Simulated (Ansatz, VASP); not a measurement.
# One calculation of MgW7, two programs

```
CELL_PARAMETERS angstrom
3.87781 0.00000 0.00000
0.00000 3.87781 0.00000
0.00000 0.00000 8.71438
ATOMIC_POSITIONS crystal
Mg 0.00000 0.00000 0.00000
W 0.50000 0.00000 0.75441
W 0.50000 0.50000 0.50000
W 0.50000 0.00000 0.24559
W 0.50000 0.50000 0.00000
W 0.00000 0.50000 0.75441
W 0.00000 0.00000 0.50000
W 0.00000 0.50000 0.24559
```

Alike in both runs: functional PBE; k mesh 4 × 4 × 2; occupations gaussian, width 0.1 eV; no spin polarisation.

Ansatz relaxed the structure, and its values are those at the end. VASP's run is a single point on that final structure, the one shown.

```csv
,VASP,Ansatz
version,VASP 6.6.1,Ansatz 0.2.0
potentials or method,"VASP PAW PBE potentials, release 64 (Mg, W_sv), cutoff 520 eV","scalar-relativistic, plane waves, PAW"
valence electrons in the cell,100,108
```

```tsv
	VASP	Ansatz	Ansatz less VASP
gap on the k mesh at the Fermi level (eV)	none	none	-
pressure (GPa)	0.3	0.0	-0.35
```

A gap of «none» marks a metal or a gap that the smearing closes. The functional is the same, so the differences come from potentials, cutoffs and numerics. VASP's potentials hold 100 valence electrons a cell and Ansatz's 108, so a difference there can come from the potentials and not from the codes.

The k mesh is coarse, so the values compare programs but aren't converged. Spin-orbit coupling is off throughout.
